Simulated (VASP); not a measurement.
# SiNi (Pnma) in VASP: single point with PBE+D3(BJ)

Aim: the single point of SiNi with PBE+D3(BJ).

All numbers are computed with VASP 6.6.1; they aren't measurements. Logs are shortened: lines on timing, memory, paths and dates and some standing lists are left out, and cuts for length are marked.

## (1) The cell of the first run

It takes space group Pnma (No. 62, orthorhombic). Conventional cell: a = 5.099 Å, b = 3.342 Å, c = 5.541 Å, α = 90.00°, β = 90.00°, γ = 90.00°. Within 3.0 Å of Si (site symmetry m) lie 6 Ni at 2.27 to 2.38 Å and 2 Si at 2.64 Å. Ni (site symmetry m) has 6 Si at 2.27 to 2.38 Å and 4 Ni at 2.64 to 2.66 Å within 3.0 Å.

## (2) Single point, PBE+D3(BJ)

Contents of INCAR:

```
  PREC = Accurate
  ENCUT = 520
  EDIFF = 1E-7
  ISMEAR = 0
  SIGMA = 0.1
  LREAL = False
  LASPH = True
  NELM = 60
  ALGO = Normal
  ISIF = 2
  LWAVE = False
  LCHARG = False
  GGA = PE
  IVDW = 12
  NBANDS = 38
```

Contents of KPOINTS:

```
Automatic mesh
0
Gamma
  8 10 6
```

Contents of POSCAR:

```
SiNi
1.0
    5.0991297860      0.0000000000      0.0000000000
    0.0000000000      3.3420814477      0.0000000000
    0.0000000000      0.0000000000      5.5412309580
Si Ni
4 4
Direct
    0.3227909087      0.7500000000      0.0849735216
    0.1772090913      0.2500000000      0.5849735216
    0.8227909087      0.7500000000      0.4150264784
    0.6772090913      0.2500000000      0.9150264784
    0.0095733320      0.2500000000      0.1870197075
    0.4904266680      0.7500000000      0.6870197075
    0.5095733320      0.2500000000      0.3129802925
    0.9904266680      0.7500000000      0.8129802925
```

Potentials or basis: VASP PAW PBE potentials, release 64 (Si, Ni).

Command:

```
> cat potpaw_PBE.64/Si/POTCAR potpaw_PBE.64/Ni/POTCAR > POTCAR
> mpirun -np 1 vasp_std > vasp.out
```

OUTCAR:

```text
PREC = Accurate
   ENCUT = 520
   EDIFF = 1E-7
   ISMEAR = 0
   LREAL = False
   LASPH = True
   NELM = 60
   ISIF = 2
   GGA = PE
   IVDW = 12
 IVDW          = 12

 ion  position               nearest neighbor table
   1  0.323  0.750  0.085-   8 2.27   7 2.30   7 2.30   6 2.37   5 2.38   5 2.38   4 2.64   4 2.64
                             3 3.14   3 3.14
   2  0.177  0.250  0.585-   7 2.27   8 2.30   8 2.30   5 2.37   6 2.38   6 2.38   3 2.64   3 2.64
                             4 3.14   4 3.14
   3  0.823  0.750  0.415-   6 2.27   5 2.30   5 2.30   8 2.37   7 2.38   7 2.38   2 2.64   2 2.64
                             1 3.14   1 3.14
   4  0.677  0.250  0.915-   5 2.27   6 2.30   6 2.30   7 2.37   8 2.38   8 2.38   1 2.64   1 2.64
                             2 3.14   2 3.14
   5  0.010  0.250  0.187-   4 2.27   3 2.30   3 2.30   2 2.37   1 2.38   1 2.38   7 2.64   7 2.64
                             8 2.66   8 2.66
   6  0.490  0.750  0.687-   3 2.27   4 2.30   4 2.30   1 2.37   2 2.38   2 2.38   8 2.64   8 2.64
                             7 2.66   7 2.66
   7  0.510  0.250  0.313-   2 2.27   1 2.30   1 2.30   4 2.37   3 2.38   3 2.38   5 2.64   5 2.64
                             6 2.66   6 2.66
   8  0.990  0.750  0.813-   1 2.27   2 2.30   2 2.30   3 2.37   4 2.38   4 2.38   6 2.64   6 2.64
                             5 2.66   5 2.66

  LATTYP: Found a simple orthorhombic cell.
 ALAT       =     3.3420814477
 B/A-ratio  =     1.5257347452
 C/A-ratio  =     1.6580179283

  Lattice vectors:

 A1 = (   0.0000000000,  -3.3420814477,   0.0000000000)
 A2 = (   5.0991297860,   0.0000000000,   0.0000000000)
 A3 = (   0.0000000000,   0.0000000000,   5.5412309580)

Analysis of symmetry for initial positions (statically):
=====================================================================
 Subroutine PRICEL returns:
 Original cell was already a primitive cell.

 Routine SETGRP: Setting up the symmetry group for a
 simple orthorhombic supercell.

 Subroutine GETGRP returns: Found  8 space group operations
 (whereof  2 operations were pure point group operations)
 out of a pool of  8 trial point group operations.

The static configuration has the point symmetry S_2 .
 The point group associated with its full space group is D_2h.

Analysis of symmetry for dynamics (positions and initial velocities):
=====================================================================
 Subroutine PRICEL returns:
 Original cell was already a primitive cell.

 Routine SETGRP: Setting up the symmetry group for a
 simple orthorhombic supercell.

 Subroutine GETGRP returns: Found  8 space group operations
 (whereof  2 operations were pure point group operations)
 out of a pool of  8 trial point group operations.

The dynamic configuration has the point symmetry S_2 .
 The point group associated with its full space group is D_2h.

 Subroutine INISYM returns: Found  8 space group operations
 (whereof  2 operations are pure point group operations),
 and found     1 'primitive' translations

----------------------------------------------------------------------------------------

                                     Primitive cell

  volume of cell :      94.4320

  direct lattice vectors                    reciprocal lattice vectors
     5.099129786  0.000000000  0.000000000     0.196111894  0.000000000  0.000000000
     0.000000000  3.342081448  0.000000000     0.000000000  0.299214731  0.000000000
     0.000000000  0.000000000  5.541230958     0.000000000  0.000000000  0.180465317

  length of vectors
     5.099129786  3.342081448  5.541230958     0.196111894  0.299214731  0.180465317

  position of ions in fractional coordinates (direct lattice)
     0.322790909  0.750000000  0.084973522
     0.177209091  0.250000000  0.584973522
     0.822790909  0.750000000  0.415026478
     0.677209091  0.250000000  0.915026478
     0.009573332  0.250000000  0.187019707
     0.490426668  0.750000000  0.687019707
     0.509573332  0.250000000  0.312980293
     0.990426668  0.750000000  0.812980293

  ion indices of the primitive-cell ions
   primitive index   ion index
                 1           1
                 2           2
                 3           3
                 4           4
                 5           5
                 6           6
                 7           7
                 8           8

----------------------------------------------------------------------------------------

 KPOINTS: Automatic mesh

Automatic generation of k-mesh.
 Grid dimensions read from file:
 generate k-points for:    8   10    6

 Generating k-lattice:

  Cartesian coordinates                     Fractional coordinates (reciprocal lattice)
     0.024513987  0.000000000  0.000000000     0.125000000  0.000000000  0.000000000
     0.000000000  0.029921473  0.000000000     0.000000000  0.100000000  0.000000000
     0.000000000  0.000000000  0.030077553     0.000000000  0.000000000  0.166666667

  Length of vectors
     0.024513987  0.029921473  0.030077553

  Shift w.r.t. Gamma in fractional coordinates (k-lattice)
     0.000000000  0.000000000  0.000000000

 Subroutine IBZKPT returns following result:
 ===========================================

 Found    120 irreducible k-points:

 Following reciprocal coordinates:
            Coordinates               Weight
  0.000000  0.000000  0.000000      1.000000
  0.125000  0.000000  0.000000      2.000000
  0.250000  0.000000  0.000000      2.000000
  0.375000  0.000000  0.000000      2.000000
  0.500000  0.000000  0.000000      1.000000
  0.000000  0.100000  0.000000      2.000000
[... 16 lines left out ...]
  0.250000  0.400000  0.000000      4.000000
  0.375000  0.400000  0.000000      4.000000
 [... further k-points ...]
   k-points           NKPTS =    120   k-points in BZ     NKDIM =    120   number of bands    NBANDS=     38
   number of dos      NEDOS =    301   number of ions     NIONS =      8
   total plane-waves  NPLWV =  47040
   dimension x,y,z NGX =    40 NGY =   28 NGZ =   42
   dimension x,y,z NGXF=    80 NGYF=   56 NGZF=   84
   ions per type =               4   4
   NGX,Y,Z   is equivalent  to a cutoff of  13.04, 13.93, 12.60 a.u.
   NGXF,Y,Z  is equivalent  to a cutoff of  26.08, 27.86, 25.20 a.u.
 SYSTEM =  unknown system
   PREC   = accura    normal or accurate (medium, high low for compatibility)
   ISTART =      0    job   : 0-new  1-cont  2-samecut
   ICHARG =      2    charge: 1-file 2-atom 10-const
   ISPIN  =      1    spin polarized calculation?
   LNONCOLLINEAR =      F non collinear calculations
   LSORBIT =      F    spin-orbit coupling
   LASPH  =      T    aspherical Exc in radial PAW
   ENCUT  =  520.0 eV  38.22 Ry    6.18 a.u.   9.48  6.21 10.30*2*pi/ulx,y,z
   NELM   =     60;   NELMIN=  2; NELMDL= -5     # of ELM steps
   EDIFF  = 0.1E-06   stopping-criterion for ELM
   LREAL  =      F    real-space projection
   EDIFFG = 0.1E-05   stopping-criterion for IOM
   NSW    =      0    number of steps for IOM
   IBRION =     -1    ionic relax: 0-MD 1-quasi-New 2-CG
   NFREE  =      0    steps in history (QN), initial steepest desc. (CG)
   ISIF   =      2    stress and relaxation
   ISYM   =      2    0-nonsym 1-usesym 2-fastsym
   POTIM  = 0.5000    time-step for ionic-motion
   TEBEG  =    0.0;   TEEND  =   0.0 temperature during run
   PSTRESS=    0.0 pullay stress
   NELECT =      56.0000    total number of electrons
   NUPDOWN=      -1.0000    fix difference up-down
   EMIN   =  10.00;   EMAX   =-10.00  energy-range for DOS
   EFERMI =   0.00;   METHOD = LEGACY
   ISMEAR =     0;   SIGMA  =   0.10  broadening in eV -4-tet -1-fermi 0-gaus
   EFERMI_NEDOS =   21; number of points for ismear=-14 and -15
   IALGO  =     38    algorithm
   IMIX   =      4    mixing-type and parameters
     AMIX     =   0.40;   BMIX     =  1.00
     AMIX_MAG =   1.60;   BMIX_MAG =  1.00
  volume/ion in A,a.u.               =      11.80        79.66
  Fermi-wavevector in a.u.,A,eV,Ry     =   1.375406  2.599141 25.738725  1.891743
  Thomas-Fermi vector in A             =   2.500745
   LORBIT       =      0    0 simple, 1 ext, 2 COOP (PROOUT), +10 PAW based schemes
   GGA     = PE    functional components
   LHFCALC =     F    Hartree Fock is set to
   AEXX    =    0.0000 exact exchange contribution
   IVDW    =    12    specifies the selected vdW correction
   LEPSILON=     F    determine dielectric tensor
   LRPA    =     F    only Hartree local field effects (RPA)
 non-spin polarized calculation
 Gauss-broadening in eV      SIGMA  =   0.10
  energy-cutoff  :      520.00
  volume of cell :       94.43
 maximum number of plane-waves:      2564
 NGX is ok and might be reduce to    40
   NGX = 19   NGY = 13   NGZ = 21

 number of electron      56.0000020 magnetization

 Free energy of the ion-electron system (eV)
  ---------------------------------------------------
  ext. energy  EPLUGINS =         0.00000000
  ---------------------------------------------------
  free energy    TOTEN  =       -47.54495717 eV

  energy without entropy =      -47.53772906  energy(sigma->0) =      -47.54134312

 E-fermi :  10.8084     XC(G=0): -12.3406

 val. band max:       10.7860420669   @ k =   0.1250   0.2000   0.3333
 cond. band min:      10.8142787099   @ k =   0.0000   0.0000   0.3333
 fundamental gap:      0.0282366430
 Fermi energy:        10.8083581357

 k-point     1 :       0.0000    0.0000    0.0000
  band No.  band energies     occupation
      1      -2.4123      2.00000
      2       1.0120      2.00000
      3       2.3078      2.00000
      4       2.9357      2.00000
      5       4.1880      2.00000
      6       4.6754      2.00000
[... 30 lines left out ...]
     37      17.1674      0.00000
     38      17.6029      0.00000

 k-point     2 :       0.1250    0.0000    0.0000
  band No.  band energies     occupation
      1      -2.3262      2.00000
      2       0.8367      2.00000
      3       2.3690      2.00000
      4       2.6171      2.00000
      5       4.5479      2.00000
      6       4.7542      2.00000
[... 894 lines left out ...]
 k-point    24 :       0.3750    0.4000    0.0000
  band No.  band energies     occupation
      1       0.3121      2.00000
      2       1.3793      2.00000
      3       2.3666      2.00000
      4       2.9479      2.00000
      5       4.7584      2.00000
      6       5.0044      2.00000
[... 30 lines left out ...]
     37      16.8405      0.00000
     38      17.4508      0.00000

 [... further k-points ...]

------------------------ aborting loop because EDIFF is reached ----------------------------------------

 Edisp (eV)   -3.82618

 E8    (eV) :    -1.6127

  FORCE on cell =-STRESS in cart. coord.  units (eV):
  Direction    XX          YY          ZZ          XY          YZ          ZX
  --------------------------------------------------------------------------------------
  -------------------------------------------------------------------------------------
  Total       0.00728    -0.03951     0.02127     0.00000     0.00000     0.00000
  in kB       0.12352    -0.67030     0.36085     0.00000     0.00000     0.00000
  external pressure =       -0.06 kB  Pullay stress =        0.00 kB

 VOLUME and BASIS-vectors are now :
 -----------------------------------------------------------------------------
  energy-cutoff  :      520.00
  volume of cell :       94.43
      direct lattice vectors                 reciprocal lattice vectors
     5.099129786  0.000000000  0.000000000     0.196111894  0.000000000  0.000000000
     0.000000000  3.342081448  0.000000000     0.000000000  0.299214731  0.000000000
     0.000000000  0.000000000  5.541230958     0.000000000  0.000000000  0.180465317

 POSITION                                       TOTAL-FORCE (eV/Angst)
 -----------------------------------------------------------------------------------
      1.64595      2.50656      0.47086        -0.002238     -0.000000      0.006269
      0.90361      0.83552      3.24147         0.002238     -0.000000      0.006269
      4.19552      2.50656      2.29976        -0.002238     -0.000000     -0.006269
      3.45318      0.83552      5.07037         0.002238     -0.000000     -0.006269
      0.04882      0.83552      1.03632         0.011948     -0.000000     -0.001573
      2.50075      2.50656      3.80693        -0.011948     -0.000000     -0.001573
      2.59838      0.83552      1.73430         0.011948      0.000000      0.001573
      5.05031      2.50656      4.50491        -0.011948      0.000000      0.001573
 -----------------------------------------------------------------------------------
    total drift:                               -0.000000      0.000000      0.000000

  FREE ENERGIE OF THE ION-ELECTRON SYSTEM (eV)
  ---------------------------------------------------
  free  energy   TOTEN  =       -51.3711381242 eV

  energy  without entropy=      -51.3639100097  energy(sigma->0) =      -51.36752407
```

It took 12 min on 1 thread of AMD EPYC 7R43 (Zen 3), shared host; peak memory 0.38 GiB.

Results:

```
Free energy                : -51.3711 eV
Pressure                   : 0.0 GPa
Largest force              : 0.012 eV/Å
Band gap on the k mesh     : zero (bands 28 and 29 overlap by 1.85 eV)
Dispersion energy per atom : -0.478 eV
```

Forces in eV/Å, atoms in the order of the input:
```
Si  -0.002  0.000  0.006
Si   0.002  0.000  0.006
Si  -0.002  0.000 -0.006
Si   0.002  0.000 -0.006
Ni   0.012  0.000 -0.002
Ni  -0.012  0.000 -0.002
Ni   0.012  0.000  0.002
Ni  -0.012  0.000  0.002
```

Levels at points of the mesh, in eV from the Fermi level:
```tsv
k point	band 25	band 26	band 27	band 28	band 29	band 30	band 31	band 32
(0.00, 0.00, 0.00)	-1.82	-1.21	-1.16	-0.96	0.62	1.34	3.31	3.94
(0.50, 0.00, 0.00)	-1.89	-1.89	1.05	1.05	1.06	1.06	3.78	3.78
(0.00, 0.50, 0.00)	-1.96	-1.96	-1.43	-1.43	-0.61	-0.61	2.05	2.05
(0.50, 0.50, 0.00)	-1.75	-1.75	-1.75	-1.75	0.51	0.51	0.51	0.51
(0.00, 0.00, 0.50)	-1.46	-1.46	-0.24	-0.24	0.92	0.92	3.36	3.36
(0.50, 0.00, 0.50)	-1.04	-1.04	0.78	0.78	2.33	2.33	2.77	2.77
(0.00, 0.50, 0.50)	-2.04	-2.04	-1.73	-1.73	0.15	0.15	1.38	1.38
(0.50, 0.50, 0.50)	-1.94	-1.94	-1.94	-1.94	2.63	2.63	2.63	2.63
```

Spin polarisation is off, so any magnetic state and its effect on volume and gap are missing.

The gap in the log of VASP goes by the Fermi energy; the results here count the filled bands.